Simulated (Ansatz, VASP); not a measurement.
**Two plane-wave programs on Sn**

```
Sn
1.0
     0.00000    2.46783    2.46783
     2.46783    0.00000    2.46783
     2.46783    2.46783    0.00000
Sn
1
Cartesian
  0.0000 0.0000 0.0000
```

Alike in both runs: task single point; functional RPBE; k mesh 13 × 13 × 13; occupations fermi-dirac, width 0.1 eV; no spin polarisation.

|  | VASP | Ansatz |
| --- | --- | --- |
| version | VASP 6.6.1 | Ansatz 0.2.0 |
| potentials or method | VASP PAW PBE potentials, release 64 (Sn_d), cutoff 520 eV | plane waves (420 eV) with PAW, scalar-relativistic |
| valence electrons in the cell | 14 | 14 |

|  | VASP | Ansatz | Ansatz less VASP |
| --- | --- | --- | --- |
| pressure (GPa) | -1.6 | -1.5 | +0.05 |

VASP's potentials were made for PBE, not for RPBE. With one functional, cell and mesh, what is left measures potentials, basis and numerics.
